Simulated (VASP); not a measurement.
Wanted: the native input for a VASP 6.6.1 run.

```
Task                   : single point
Functional             : PBE
Potentials or basis    : VASP PAW PBE potentials, release 64 (Al, As)
Cutoff                 : 500 eV
k mesh                 : 2 × 2 × 2
Occupations            : gaussian, width 0.1 eV
Spin                   : no spin polarisation
Dipole correction      : no
Further INCAR settings : ALGO = Normal; EDIFF = 1e-06; NBANDS = 11
```

The structure of AlAs lies in POSCAR:

```
AlAs
1.0
    0.0000000000      2.8379008005      2.8379008005
    2.8379008005      0.0000000000      2.8379008005
    2.8379008005      2.8379008005      0.0000000000
Al As
1 1
Direct
    0.0000000000      0.0000000000      0.0000000000
    0.7500000000      0.7500000000      0.7500000000
```

These files were run (other wordings do the same):

INCAR

```
SYSTEM = AlAs
  PREC = Accurate
  ENCUT = 500
  EDIFF = 1E-6
  ISMEAR = 0
  SIGMA = 0.1
  LREAL = .FALSE.
  LASPH = .TRUE.
  NELM = 120
  ALGO = Normal
  ISIF = 2
  LWAVE = .FALSE.
  LCHARG = .TRUE.
  GGA = PE
  LELF = .TRUE.
  LVHAR = .TRUE.
  NBANDS = 11
  GGA_COMPAT = .FALSE.
```

KPOINTS

```
regular mesh
0
G
  2 2 2
  0 0 0
```

Potentials or basis: VASP PAW PBE potentials, release 64 (Al, As).

Launch:

```bash
$ cat potpaw_PBE.64/Al/POTCAR potpaw_PBE.64/As/POTCAR > POTCAR
$ mpirun -np 1 vasp_std > vasp.out
```

Results of the run:

- Pressure: 7.3 GPa
- Band gap on the k mesh: 1.28 eV, indirect (least direct gap 1.96 eV)

Caveat: the k points lie up to 0.96 Å⁻¹ apart.

Wall time 9.9 s on 1 thread of Intel Xeon 8259CL, with other jobs on the host, peak memory 0.16 GiB.
